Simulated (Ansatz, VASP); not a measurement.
# One calculation of BN, two programs

Contents of INCAR:

```
SYSTEM = BN
PREC = Accurate
ENCUT = 520
EDIFF = 1E-6
ISMEAR = 0
SIGMA = 0.05
LREAL = Auto
LASPH = .True.
NELM = 100
ALGO = Normal
ISIF = 2
LWAVE = .False.
LCHARG = .False.
LDIPOL = .True.
IDIPOL = 3
DIPOL = 0.5 0.5 0.500
GGA = PE
IVDW = 12
NBANDS = 61
```

Contents of KPOINTS:

```
Automatic mesh
0
Gamma
  7 7 1
  0 0 0
```

The input POSCAR:

```
BN
1.0
    4.3376638219      0.0000000000      0.0000000000
   -2.1688319110      4.1761974163      0.0000000000
    0.0000000000      0.0000000000     25.0263089570
B N
11 11
Direct
    0.4097518072      0.8197173617      0.2996846244
    0.8196104880      0.6394347235      0.3397476995
    0.2294691689      0.4591520852      0.3798107746
    0.6393278498      0.2788694469      0.4198738498
    0.0491865306      0.0985868087      0.4599369249
    0.4590452115      0.9183041704      0.5000000000
    0.8689038924      0.7380215321      0.5400630751
    0.2787625732      0.5577388939      0.5801261502
    0.6886212541      0.3774562556      0.6201892254
    0.0984799350      0.1971736173      0.6602523005
    0.5083386158      0.0168909791      0.7003153756
    0.7432655646      0.8197173617      0.2996846244
    0.1531242455      0.6394347235      0.3397476995
    0.5629829263      0.4591520852      0.3798107746
    0.9728416072      0.2788694469      0.4198738498
    0.3827002881      0.0985868087      0.4599369249
    0.7925589689      0.9183041704      0.5000000000
    0.2024176498      0.7380215321      0.5400630751
    0.6122763307      0.5577388939      0.5801261502
    0.0221350115      0.3774562556      0.6201892254
    0.4319936924      0.1971736173      0.6602523005
    0.8418523733      0.0168909791      0.7003153756
```

Input for Ansatz:

```yaml
crystal:
  lattice:
    - [4.3376638219, 0.0, 0.0]
    - [-2.168831911, 4.1761974163, 0.0]
    - [0.0, 0.0, 25.026308957]
  atoms:
    - { symbol: B, position: [0.4097518072, 0.8197173617, 0.2996846244] }
    - { symbol: "N", position: [0.7432655646, 0.8197173617, 0.2996846244] }
    - { symbol: B, position: [0.819610488, 0.6394347235, 0.3397476995] }
    - { symbol: "N", position: [0.1531242455, 0.6394347235, 0.3397476995] }
    - { symbol: B, position: [0.2294691689, 0.4591520852, 0.3798107746] }
    - { symbol: "N", position: [0.5629829263, 0.4591520852, 0.3798107746] }
    - { symbol: B, position: [0.6393278498, 0.2788694469, 0.4198738498] }
    - { symbol: "N", position: [0.9728416072, 0.2788694469, 0.4198738498] }
    - { symbol: B, position: [0.0491865306, 0.0985868087, 0.4599369249] }
    - { symbol: "N", position: [0.3827002881, 0.0985868087, 0.4599369249] }
    - { symbol: B, position: [0.4590452115, 0.9183041704, 0.5] }
    - { symbol: "N", position: [0.7925589689, 0.9183041704, 0.5] }
    - { symbol: B, position: [0.8689038924, 0.7380215321, 0.5400630751] }
    - { symbol: "N", position: [0.2024176498, 0.7380215321, 0.5400630751] }
    - { symbol: B, position: [0.2787625732, 0.5577388939, 0.5801261502] }
    - { symbol: "N", position: [0.6122763307, 0.5577388939, 0.5801261502] }
    - { symbol: B, position: [0.6886212541, 0.3774562556, 0.6201892254] }
    - { symbol: "N", position: [0.0221350115, 0.3774562556, 0.6201892254] }
    - { symbol: B, position: [0.098479935, 0.1971736173, 0.6602523005] }
    - { symbol: "N", position: [0.4319936924, 0.1971736173, 0.6602523005] }
    - { symbol: B, position: [0.5083386158, 0.0168909791, 0.7003153756] }
    - { symbol: "N", position: [0.8418523733, 0.0168909791, 0.7003153756] }
basis:
  ecutwfc: 420
kpoints:
  mp_grid: { grid: [7, 7, 1] }
hamiltonian:
  xc: pbe
  dispersion: d3bj
scf:
  occupations: { method: gaussian, width: 0.05 }
output:
  forces: true
  stress: true
  eigenvalues: true
  write_density: true
  write_potential: true
  elf: true
  volumetric_format: npy
efield:
  axis: 3
  dipole_correction: true
  ramp_width: 0.04
```

Alike in both runs: task single point; functional PBE; dispersion D3(BJ); k mesh 7 × 7 × 1; occupations gaussian, width 0.05 eV; no spin polarisation.

|  | VASP | Ansatz |
| --- | --- | --- |
| version | VASP 6.6.1 | Ansatz 0.2.0 |
| potentials or method | VASP PAW PBE potentials, release 64 (B, N), cutoff 520 eV | scalar-relativistic, plane waves, PAW |
| valence electrons in the cell | 88 | 88 |

|  | VASP | Ansatz | Ansatz less VASP |
| --- | --- | --- | --- |
| gap on the k mesh at the Fermi level (eV) | 1.27 | 1.26 | -0.009 |
| least direct gap on the mesh (eV) | 1.87 | 1.87 | -0.004 |
| rms of the force components (eV/Å) | 1.608 | 1.612 | +0.0034 |

Ansatz's warnings: xc potential rough in thin density.
